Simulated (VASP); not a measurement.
MnS, 2 atoms in the cell. It takes space group Fm-3m (No. 225, cubic). The conventional cell has a = 5.245 Å, b = 5.245 Å, c = 5.245 Å, α = 90.00°, β = 90.00°, γ = 90.00°. Within 3.5 Å of Mn (site symmetry m-3m) lie 6 S at 2.62 Å. Within 3.5 Å of S (site symmetry m-3m) lie 6 Mn at 2.62 Å. 

```yaml
Program: VASP 6.6.1
Task: single point
Functional: HSE06
Potentials_or_basis: VASP PAW PBE potentials, release 64 (Mn_pv, S)
Cutoff: 520 eV
k_mesh: 5 × 5 × 5
Occupations: fermi-dirac, width 0.05 eV
Spin: collinear spin, ferromagnetic start
Starting_moments: "[4.0, 0.0] μB"
Dipole_correction: no
Grid_for_exact_exchange_PRECFOCK: Normal
Further_INCAR_settings: ALGO = Normal; EDIFF = 1e-06; NBANDS = 20
Share_of_exact_exchange: 0.25
Screening_parameter: 0.2079 1/Å
```

Potentials or basis: VASP PAW PBE potentials, release 64 (Mn_pv, S).

Command:

```sh
$ cat potpaw_PBE.64/Mn_pv/POTCAR potpaw_PBE.64/S/POTCAR > POTCAR
$ cp INCAR.step1 INCAR
$ mpirun -np 1 vasp_std > vasp.out
$ cp INCAR.step2 INCAR
$ mpirun -np 1 vasp_std > vasp.out
```

Hardware: 1 thread of AMD EPYC 7R43 64-Core Processor (Zen 3), with other jobs on the host.

How long does it take, and how much memory?

Wall time 55 min on 1 thread of AMD EPYC 7R43 64-Core Processor (Zen 3) (shared host), peak memory 0.26 GiB. Counts: k points 10.
